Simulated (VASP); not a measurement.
# FeO: single point with PBEsol

Crystal: FeO.

```
Fe O
1.0
     3.11085    0.00000    0.00000
    -1.55543    2.69408    0.00000
     0.00000    0.00000    5.35748
Fe O
2 2
Direct
  0.00000 0.00000 0.00950
  0.33333 0.66667 0.50950
  0.00000 0.00000 0.36550
  0.33333 0.66667 0.86550
```

```yaml
Program: VASP 6.6.1
Task: single point
Functional: PBEsol
Potentials_or_basis: VASP PAW PBE potentials, release 64 (Fe, O)
Cutoff: 600 eV
k_mesh: 6 × 6 × 4
Occupations: gaussian, width 0.1 eV
Spin: collinear spin, ferromagnetic start
Starting_moments: "[4.0, 4.0, 0.0, 0.0] μB"
Dipole_correction: no
Further_INCAR_settings: ALGO = Normal; EDIFF = 1e-06; NBANDS = 26
```

| Property | Result |
| --- | --- |
| Pressure | 6.2 GPa |
| Largest force | 0.252 eV/Å |
| Net moment | 7.91 μB per cell |
| Site moments | Fe +3.53; O +0.30 μB |
| Valence electrons inside the program's atomic spheres | Fe 7.01; O 5.02 |

Forces on the atoms (eV/Å):
```
Fe   0.000  0.000  0.252
Fe   0.000  0.000  0.252
O    0.000  0.000 -0.252
O    0.000  0.000 -0.252
```

Stress tensor (GPa, compression positive):
```
4.80 0.00 0.00
0.00 4.80 0.00
0.00 0.00 8.92
```

Levels at points of the mesh, in eV from the Fermi level:
Spin up:
```
           k point  band 14  band 15  band 16  band 17  band 18  band 19  band 20  band 21  band 22  band 23
(0.00, 0.00, 0.00)    -1.05    -1.05    -0.64     0.11     0.11     0.27     5.14     6.20    12.69    13.92
(0.50, 0.00, 0.00)    -2.68    -2.19    -2.16    -1.13    -0.59     5.23     5.57     6.55     9.21    10.45
(0.00, 0.00, 0.50)    -1.65    -0.48    -0.48    -0.48    -0.48     2.12     2.12     9.26     9.26    14.07
(0.50, 0.00, 0.50)    -2.70    -1.53    -1.53    -1.31    -1.31     4.91     4.91     7.70     7.70    11.85
```
Spin down:
```
           k point  band 8  band 9  band 10  band 11  band 12  band 13
(0.00, 0.00, 0.00)   -5.00   -0.14    -0.14     0.07     0.09     0.52
(0.50, 0.00, 0.00)   -4.81   -0.74    -0.57     0.35     0.47     0.56
(0.00, 0.00, 0.50)   -5.18    0.23     0.23     0.23     0.23     1.02
(0.50, 0.00, 0.50)   -5.07   -0.25    -0.25     0.53     0.53     0.61
```

Wall time 2.1 min on 1 thread of AMD EPYC 7R43 64-Core Processor (Zen 3), with other jobs on the host, peak memory 0.19 GiB.

Caveat: the k points lie up to 0.39 Å⁻¹ apart; the PAW data sets were made with another functional, which shifts forces and pressure a little; semilocal functionals often make such compounds metallic where correlation or magnetic order opens a gap, which also shifts bond lengths; only a ferromagnetic start was run, and an antiferromagnetic order may lie lower in energy. With open d or f shells a metallic result of PBEsol can be an artefact of self-interaction; +U or a hybrid may open a gap.
